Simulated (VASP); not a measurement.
InP: single point with PBEsol

Crystal: InP.

```
CELL_PARAMETERS angstrom
0.00000 2.61592 3.40070
2.61592 0.00000 3.40070
2.61592 2.61592 0.00000
ATOMIC_POSITIONS crystal
In 0.00000 0.00000 0.00000
P 0.50000 0.50000 0.50000
```

This cell differs from its parent crystal: ratio of the length along z to the lengths across it x 1.3, volume and fractional coordinates fixed.

```
Program                : VASP 6.6.1
Task                   : single point
Functional             : PBEsol
Potentials or basis    : VASP PAW PBE potentials, release 64 (In_d, P)
Cutoff                 : 520 eV
k mesh                 : 16 × 16 × 16
Occupations            : gaussian, width 0.15 eV
Spin                   : no spin polarisation
Dipole correction      : no
Further INCAR settings : ALGO = Normal; EDIFF = 1e-07; NBANDS = 16
```

| Quantity | Value |
| --- | --- |
| Pressure | -1.7 GPa |
| Band gap on the k mesh | zero (bands 9 and 10 overlap by 1.97 eV) |

Stress tensor (GPa, compression positive):
```
 1.82  0.00  0.00
 0.00  1.82  0.00
 0.00  0.00 -8.60
```

Levels at points of the mesh, in eV from the Fermi level:
```csv
k point,band 5,band 6,band 7,band 8,band 9,band 10,band 11,band 12,band 13,band 14
"(0.00, 0.00, 0.00)",-14.20,-11.59,-0.94,-0.94,0.04,0.28,5.25,6.08,6.20,8.02
"(0.50, 0.00, 0.00)",-14.15,-9.90,-6.60,-0.54,0.70,1.41,3.82,4.21,5.46,10.16
"(0.50, 0.50, 0.00)",-14.16,-10.33,-4.40,-1.64,-1.64,-0.69,4.63,7.60,10.32,10.32
"(0.50, 0.00, 0.50)",-14.07,-8.09,-4.75,-3.79,-3.08,-1.00,3.90,5.81,9.39,10.20
```

Run time: 78 s on 1 thread of Intel(R) Xeon(R) 6975P-C (Granite Rapids), with other jobs on the host, peak memory 0.37 GiB.

Caveat: the stress differs along the axes, from -9 to 2 GPa; the PAW data sets were made with another functional, which shifts forces and pressure a little; spin-orbit coupling is left out, which moves the levels of the heavy elements.
